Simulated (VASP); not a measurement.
# Fe (Im-3m) in VASP: notebook

Runs on Fe. Level: LDA. Tasks: single point.

Program: VASP 6.6.1. These are calculated values, not measurements. Logs are shortened: lines on timing, memory, paths and dates and some standing lists are left out, and cuts for length are marked.

### Step 1. The cell of the first run

It takes space group Im-3m (No. 229, cubic). Conventional cell: a = 2.530 Å, b = 2.530 Å, c = 2.530 Å, α = 90.00°, β = 90.00°, γ = 90.00°. Fe (site symmetry m-3m) has 14 Fe at 2.19 to 2.53 Å within 2.9 Å.

### Step 2. Single point, LDA, collinear spin, ferromagnetic start

The input, INCAR:

```
SYSTEM = Fe
PREC = Accurate
ENCUT = 520
EDIFF = 1E-6
ISMEAR = -1
SIGMA = 0.05
LREAL = .FALSE.
LASPH = .TRUE.
NELM = 150
ALGO = Normal
ISIF = 2
LWAVE = .FALSE.
LCHARG = .FALSE.
ISPIN = 2
MAGMOM = 2.5
LORBIT = 11
LMAXMIX = 4
GGA = CA
NBANDS = 14
```

The input, KPOINTS:

```
Automatic mesh
0
G
  21 21 21
  0 0 0
```

The input, POSCAR:

```
Fe
1.0
   -1.2649625457      1.2649625457      1.2649625457
    1.2649625457     -1.2649625457      1.2649625457
    1.2649625457      1.2649625457     -1.2649625457
Fe
1
Direct
    0.0000000000      0.0000000000      0.0000000000
```

Potentials or basis: VASP PAW LDA potentials, release 64 (Fe).

Started as:

```bash
$ cat potpaw_LDA.64/Fe/POTCAR > POTCAR
$ mpirun -np 1 vasp_std > vasp.out
```

OUTCAR:

```text
SYSTEM = Fe
   PREC = Accurate
   ENCUT = 520
   EDIFF = 1E-6
   ISMEAR = -1
   LREAL = .FALSE.
   LASPH = .TRUE.
   NELM = 150
   ISIF = 2
   ISPIN = 2
   LORBIT = 11
   GGA = CA

 ion  position               nearest neighbor table
   1  0.000  0.000  0.000-

  LATTYP: Found a body centered cubic cell.
 ALAT       =     2.5299250914

  Lattice vectors:

 A1 = (  -1.2649625457,   1.2649625457,   1.2649625457)
 A2 = (   1.2649625457,  -1.2649625457,   1.2649625457)
 A3 = (   1.2649625457,   1.2649625457,  -1.2649625457)

Analysis of symmetry for initial positions (statically):
=====================================================================
 Subroutine PRICEL returns:
 Original cell was already a primitive cell.

 Routine SETGRP: Setting up the symmetry group for a
 body centered cubic supercell.

 Subroutine GETGRP returns: Found 48 space group operations
 (whereof 48 operations were pure point group operations)
 out of a pool of 48 trial point group operations.

The static configuration has the point symmetry O_h .

Analysis of symmetry for dynamics (positions and initial velocities):
=====================================================================
 Subroutine PRICEL returns:
 Original cell was already a primitive cell.

 Routine SETGRP: Setting up the symmetry group for a
 body centered cubic supercell.

 Subroutine GETGRP returns: Found 48 space group operations
 (whereof 48 operations were pure point group operations)
 out of a pool of 48 trial point group operations.

The dynamic configuration has the point symmetry O_h .

Analysis of structural, dynamic, and magnetic symmetry:
=====================================================================
 Subroutine PRICEL returns:
 Original cell was already a primitive cell.

 Routine SETGRP: Setting up the symmetry group for a
 body centered cubic supercell.

 Subroutine GETGRP returns: Found 48 space group operations
 (whereof 48 operations were pure point group operations)
 out of a pool of 48 trial point group operations.

The overall configuration has the point symmetry O_h .

 Subroutine INISYM returns: Found 48 space group operations
 (whereof 48 operations are pure point group operations),
 and found     1 'primitive' translations

----------------------------------------------------------------------------------------

                                     Primitive cell

  volume of cell :       8.0964

  direct lattice vectors                    reciprocal lattice vectors
    -1.264962546  1.264962546  1.264962546     0.000000000  0.395268620  0.395268620
     1.264962546 -1.264962546  1.264962546     0.395268620  0.000000000  0.395268620
     1.264962546  1.264962546 -1.264962546     0.395268620  0.395268620  0.000000000

  length of vectors
     2.190979399  2.190979399  2.190979399     0.558994243  0.558994243  0.558994243

  position of ions in fractional coordinates (direct lattice)
     0.000000000  0.000000000  0.000000000

  ion indices of the primitive-cell ions
   primitive index   ion index
                 1           1

----------------------------------------------------------------------------------------

 KPOINTS: Automatic mesh

Automatic generation of k-mesh.
 Grid dimensions read from file:
 generate k-points for:   21   21   21

 Generating k-lattice:

  Cartesian coordinates                     Fractional coordinates (reciprocal lattice)
     0.000000000  0.018822315  0.018822315     0.047619048  0.000000000  0.000000000
     0.018822315  0.000000000  0.018822315     0.000000000  0.047619048  0.000000000
     0.018822315  0.018822315  0.000000000     0.000000000  0.000000000  0.047619048

  Length of vectors
     0.026618773  0.026618773  0.026618773

  Shift w.r.t. Gamma in fractional coordinates (k-lattice)
     0.000000000  0.000000000  0.000000000

 Subroutine IBZKPT returns following result:
 ===========================================

 Found    286 irreducible k-points:

 Following reciprocal coordinates:
            Coordinates               Weight
  0.000000  0.000000  0.000000      1.000000
  0.047619  0.000000  0.000000     12.000000
  0.095238  0.000000  0.000000     12.000000
  0.142857  0.000000  0.000000     12.000000
  0.190476  0.000000  0.000000     12.000000
  0.238095  0.000000  0.000000     12.000000
[... 16 lines left out ...]
  0.142857  0.095238 -0.000000     48.000000
  0.190476  0.095238  0.000000     48.000000
 [... further k-points ...]
   k-points           NKPTS =    286   k-points in BZ     NKDIM =    286   number of bands    NBANDS=     14
   number of dos      NEDOS =    301   number of ions     NIONS =      1
   total plane-waves  NPLWV =   4096
   dimension x,y,z NGX =    16 NGY =   16 NGZ =   16
   dimension x,y,z NGXF=    32 NGYF=   32 NGZF=   32
   ions per type =               1
   NGX,Y,Z   is equivalent  to a cutoff of  12.14, 12.14, 12.14 a.u.
   NGXF,Y,Z  is equivalent  to a cutoff of  24.28, 24.28, 24.28 a.u.
 SYSTEM =  Fe
   PREC   = accura    normal or accurate (medium, high low for compatibility)
   ISTART =      0    job   : 0-new  1-cont  2-samecut
   ICHARG =      2    charge: 1-file 2-atom 10-const
   ISPIN  =      2    spin polarized calculation?
   LNONCOLLINEAR =      F non collinear calculations
   LSORBIT =      F    spin-orbit coupling
   LASPH  =      T    aspherical Exc in radial PAW
   ENCUT  =  520.0 eV  38.22 Ry    6.18 a.u.   4.07  4.07  4.07*2*pi/ulx,y,z
   NELM   =    150;   NELMIN=  2; NELMDL= -5     # of ELM steps
   EDIFF  = 0.1E-05   stopping-criterion for ELM
   LREAL  =      F    real-space projection
   EDIFFG = 0.1E-04   stopping-criterion for IOM
   NSW    =      0    number of steps for IOM
   IBRION =     -1    ionic relax: 0-MD 1-quasi-New 2-CG
   NFREE  =      0    steps in history (QN), initial steepest desc. (CG)
   ISIF   =      2    stress and relaxation
   ISYM   =      2    0-nonsym 1-usesym 2-fastsym
   POTIM  = 0.5000    time-step for ionic-motion
   TEBEG  =    0.0;   TEEND  =   0.0 temperature during run
   PSTRESS=    0.0 pullay stress
   NELECT =       8.0000    total number of electrons
   NUPDOWN=      -1.0000    fix difference up-down
   EMIN   =  10.00;   EMAX   =-10.00  energy-range for DOS
   EFERMI =   0.00;   METHOD = LEGACY
   ISMEAR =    -1;   SIGMA  =   0.05  broadening in eV -4-tet -1-fermi 0-gaus
   EFERMI_NEDOS =   21; number of points for ismear=-14 and -15
   IALGO  =     38    algorithm
   IMIX   =      4    mixing-type and parameters
     AMIX     =   0.40;   BMIX     =  1.00
     AMIX_MAG =   1.60;   BMIX_MAG =  1.00
  volume/ion in A,a.u.               =       8.10        54.64
  Fermi-wavevector in a.u.,A,eV,Ry     =   1.630574  3.081338 36.174781  2.658771
  Thomas-Fermi vector in A             =   2.722853
   LORBIT       =     11    0 simple, 1 ext, 2 COOP (PROOUT), +10 PAW based schemes
   GGA     = CA    functional components
   LHFCALC =     F    Hartree Fock is set to
   AEXX    =    0.0000 exact exchange contribution
   IVDW    =     0    specifies the selected vdW correction
   LEPSILON=     F    determine dielectric tensor
   LRPA    =     F    only Hartree local field effects (RPA)
 spin polarized calculation
  energy-cutoff  :      520.00
  volume of cell :        8.10
 maximum number of plane-waves:       236
   NGX =  9   NGY =  9   NGZ =  9

 number of electron       8.0000006 magnetization       1.3199728

 Free energy of the ion-electron system (eV)
  ---------------------------------------------------
  ext. energy  EPLUGINS =         0.00000000
  ---------------------------------------------------
  free energy    TOTEN  =        -8.61475430 eV

  energy without entropy =       -8.60366057  energy(sigma->0) =       -8.60920743

 E-fermi :  10.0003     XC(G=0): -15.4316

 val. band max:        9.9993208525   @ k =   0.2857   0.0476   0.0000
 cond. band min:      10.0033984542   @ k =   0.3333   0.1905   0.0000
 fundamental gap:      0.0040776017
 Fermi energy:        10.0003325019

 spin component 1

 k-point     1 :       0.0000    0.0000    0.0000
  band No.  band energies     occupation
      1      -0.5592      1.00000
      2       6.9352      1.00000
      3       6.9352      1.00000
      4       6.9352      1.00000
      5       9.2234      1.00000
      6       9.2234      1.00000
      7      38.1623      0.00000
      8      38.1623      0.00000
      9      38.1623      0.00000
     10      46.0075      0.00000
     11      46.0075      0.00000
     12      50.6826      0.00000
     13      50.6826      0.00000
     14      50.6826      0.00000
[... 375 lines left out ...]
 k-point    24 :       0.1905    0.0952    0.0000
  band No.  band energies     occupation
      1       2.3169      1.00000
      2       6.0321      1.00000
      3       6.3915      1.00000
      4       8.7133      1.00000
      5       9.2136      1.00000
      6       9.5107      0.99994
      7      30.6070      0.00000
      8      33.4977      0.00000
      9      39.1847      0.00000
     10      40.4247      0.00000
     11      45.8023      0.00000
     12      47.7127      0.00000
     13      53.0491      0.00000
     14      54.3528      0.00000

 [... further k-points ...]

 spin component 2

 k-point     1 :       0.0000    0.0000    0.0000
  band No.  band energies     occupation
      1      -0.2423      1.00000
      2       7.9674      1.00000
      3       7.9674      1.00000
      4       7.9674      1.00000
      5      10.7463      0.00000
      6      10.7463      0.00000
      7      38.3420      0.00000
      8      38.3420      0.00000
      9      38.3420      0.00000
     10      46.4369      0.00000
     11      46.4369      0.00000
     12      51.2535      0.00000
     13      51.2535      0.00000
     14      51.2535      0.00000
[... 375 lines left out ...]
 k-point    24 :       0.1905    0.0952    0.0000
  band No.  band energies     occupation
      1       2.7029      1.00000
      2       7.0068      1.00000
      3       7.3589      1.00000
      4      10.1099      0.10049
      5      10.3129      0.00192
      6      11.0319      0.00000
      7      31.1887      0.00000
      8      33.9283      0.00000
      9      39.5544      0.00000
     10      40.9123      0.00000
     11      46.2024      0.00000
     12      48.2302      0.00000
     13      53.4527      0.00000
     14      54.8789      0.00000

 [... further k-points ...]

------------------------ aborting loop because EDIFF is reached ----------------------------------------

  FORCE on cell =-STRESS in cart. coord.  units (eV):
  Direction    XX          YY          ZZ          XY          YZ          ZX
  --------------------------------------------------------------------------------------
  -------------------------------------------------------------------------------------
  Total        5.4925739      5.4925739      5.4925739     -0.0000000      0.0000000      0.0000000
  in kB     1086.9097881   1086.9097881   1086.9097881     -0.0000000      0.0000000      0.0000000
  external PRESSURE =    1086.9097881 kB  Pullay stress =       0.0000000 kB

 VOLUME and BASIS-vectors are now :
 -----------------------------------------------------------------------------
  energy-cutoff  :      520.00
  volume of cell :        8.10
      direct lattice vectors                 reciprocal lattice vectors
    -1.264962546  1.264962546  1.264962546     0.000000000  0.395268620  0.395268620
     1.264962546 -1.264962546  1.264962546     0.395268620  0.000000000  0.395268620
     1.264962546  1.264962546 -1.264962546     0.395268620  0.395268620  0.000000000

 POSITION                                       TOTAL-FORCE (eV/Angst)
 -----------------------------------------------------------------------------------
      0.00000      0.00000      0.00000        -0.000000      0.000000      0.000000
 -----------------------------------------------------------------------------------
    total drift:                                0.000000      0.000000     -0.000000

  FREE ENERGIE OF THE ION-ELECTRON SYSTEM (eV)
  ---------------------------------------------------
  free  energy   TOTEN  =        -8.6147542990 eV

  energy  without entropy=       -8.6036605657  energy(sigma->0) =       -8.60920743

 total charge

# of ion       s       p       d       tot
------------------------------------------
    1        0.662   0.894   6.681   8.237

 magnetization (x)

# of ion       s       p       d       tot
------------------------------------------
    1       -0.008  -0.027   1.312   1.278
```

It took 55 s on 1 thread of Intel Xeon 8259CL, shared host; peak memory 0.16 GiB.

Results:

| Quantity | Value |
| --- | --- |
| Free energy | -8.6148 eV |
| Pressure | 108.7 GPa |
| Net moment | 1.32 μB per cell |
| Site moments | Fe +1.28 μB |

Levels at points of the mesh, in eV from the Fermi level:
Spin up:
```csv
k point,band 3,band 4,band 5,band 6,band 7,band 8
"(0.00, 0.00, 0.00)",-3.07,-3.07,-0.78,-0.78,28.16,28.16
```
Spin down:
```
           k point  band 1  band 2  band 3  band 4  band 5  band 6  band 7
(0.00, 0.00, 0.00)  -10.24   -2.03   -2.03   -2.03    0.75    0.75   28.34
```

Caveat: the cell stands under pressure.

### Step 3. Single point, LDA, collinear spin, ferromagnetic start

The input, INCAR:

```
SYSTEM = Fe
ALGO = Normal ; EDIFF = 1E-7
ENCUT = 520 ; GGA = CA
ISIF = 2 ; ISMEAR = -1
ISPIN = 2 ; LASPH = .TRUE.
LCHARG = .FALSE. ; LMAXMIX = 4
LORBIT = 11 ; LREAL = .FALSE.
LWAVE = .FALSE. ; MAGMOM = 2.5
NBANDS = 14 ; NELM = 150
PREC = Accurate ; SIGMA = 0.05
```

The input, KPOINTS:

```
k-points
0
G
  21 21 21
  0 0 0
```

The input, POSCAR:

```
Fe
1.0
   -1.2647749010      1.2647749010      1.2647749010
    1.2647749010     -1.2647749010      1.2647749010
    1.2647749010      1.2647749010     -1.2647749010
Fe
1
Direct
    0.0000000000      0.0000000000      0.0000000000
```

Potentials or basis: VASP PAW LDA potentials, release 64 (Fe).

Started as:

```bash
$ cat potpaw_LDA.64/Fe/POTCAR > POTCAR
$ mpirun -np 1 vasp_std > vasp.out
```

Wall time 61 s (1 thread of Intel Xeon 8259CL, shared host); peak memory 0.16 GiB.

Results (log left out):

| Item | Value |
| --- | --- |
| Free energy | -8.6123 eV |
| Pressure | 109.0 GPa |
| Net moment | 1.32 μB per cell |
| Site moments | Fe +1.28 μB |

Levels at points of the mesh, in eV from the Fermi level:
Spin up:
| k point | band 2 | band 3 | band 4 | band 5 | band 6 | band 7 | band 8 | band 9 |
| --- | --- | --- | --- | --- | --- | --- | --- | --- |
| (0.00, 0.00, 0.00) | -3.07 | -3.07 | -3.07 | -0.78 | -0.78 | 28.17 | 28.17 | 28.17 |
Spin down:
| k point | band 1 | band 2 | band 3 | band 4 | band 5 | band 6 | band 7 |
| --- | --- | --- | --- | --- | --- | --- | --- |
| (0.00, 0.00, 0.00) | -10.25 | -2.04 | -2.04 | -2.04 | 0.74 | 0.74 | 28.35 |

Caveat: the cell stands under pressure.

### Step 4. Single point, LDA, collinear spin, ferromagnetic start

This run uses another cell than the first one, of 10.41 Å³/atom.

The input, INCAR:

```
  PREC = Accurate
  ENCUT = 520
  EDIFF = 1E-6
  ISMEAR = -1
  SIGMA = 0.05
  LREAL = F
  LASPH = T
  NELM = 150
  ALGO = Normal
  ISIF = 2
  LWAVE = F
  LCHARG = T
  ISPIN = 2
  MAGMOM = 2.5
  LORBIT = 11
  LMAXMIX = 4
  GGA = CA
  LELF = T
  LVHAR = T
  NBANDS = 14
```

The input, KPOINTS:

```
regular mesh
0
Gamma
  21 21 21
```

The input, POSCAR:

```
Fe
1.0
   -1.3757097467      1.3757097467      1.3757097467
    1.3757097467     -1.3757097467      1.3757097467
    1.3757097467      1.3757097467     -1.3757097467
Fe
1
Direct
    0.0000000000      0.0000000000      0.0000000000
```

Started as:

```bash
$ cat potpaw_LDA.64/Fe/POTCAR > POTCAR
$ mpirun -np 1 vasp_std > vasp.out
```

Wall time 2.2 min (1 thread of Intel Xeon 8259CL, shared host); peak memory 0.18 GiB.

Results (log left out):

```yaml
Free_energy: -9.2287 eV
Pressure: -1.0 GPa
Band_gap_on_the_k_mesh: zero (filled and empty bands overlap)
Net_moment: 1.97 μB per cell
Site_moments: Fe +1.94 μB
Valence_electrons_inside_the_program's_atomic_spheres: Fe 7.47
```

Levels at points of the mesh, in eV from the Fermi level:
Spin up:
| k point | band 1 | band 2 | band 3 | band 4 | band 5 | band 6 | band 7 | band 8 | band 9 | band 10 |
| --- | --- | --- | --- | --- | --- | --- | --- | --- | --- | --- |
| (0.00, 0.00, 0.00) | -9.11 | -2.51 | -2.51 | -2.51 | -0.97 | -0.97 | 25.65 | 25.65 | 25.65 | 31.38 |
Spin down:
```
           k point  band 1  band 2  band 3  band 4  band 5  band 6
(0.00, 0.00, 0.00)   -8.73   -0.91   -0.91   -0.91    1.15    1.15
```
